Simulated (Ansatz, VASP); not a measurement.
# Al3GaN4: VASP beside Ansatz

```
Al Ga N
1.0
     4.84167    0.00000    0.00012
     0.00000    3.00487    0.00000
    -0.00311    0.00000    5.63471
Al Ga N
3 1 4
Direct
  0.50023 0.50000 0.16733
  0.00092 0.50000 0.83481
  0.00109 0.00000 0.33169
  0.49942 0.00000 0.66620
  0.11117 0.00000 0.66633
  0.12245 0.50000 0.16716
  0.62512 0.50000 0.84019
  0.62319 0.00000 0.32629
```

Change from the starting cell: strain -0.040 along x and y, +0.040 along z, atoms carried along.

Alike in both runs: task single point; functional PBEsol; k mesh 6 × 8 × 4; occupations gaussian, width 0.05 eV; no spin polarisation.

|  | VASP | Ansatz |
| --- | --- | --- |
| version | VASP 6.6.1 | Ansatz 0.2.0 |
| potentials or method | VASP PAW PBE potentials, release 64 (Al, Ga_d, N), cutoff 520 eV | scalar-relativistic, plane waves, PAW |
| valence electrons in the cell | 42 | 42 |

```csv
,VASP,Ansatz,Ansatz less VASP
gap on the k mesh at the Fermi level (eV),3.56,3.54,-0.016
least direct gap on the mesh (eV),3.56,3.54,-0.016
pressure (GPa),10.1,10.2,+0.02
"traceless stress, the component that is largest in VASP (GPa)",-19.80,-19.61,+0.190
rms of the force components (eV/Å),0.546,0.541,-0.0050
```

VASP's potentials were made for PBE, not for PBEsol. Atom by atom the forces differ by 0.011 eV/Å (rms over components).
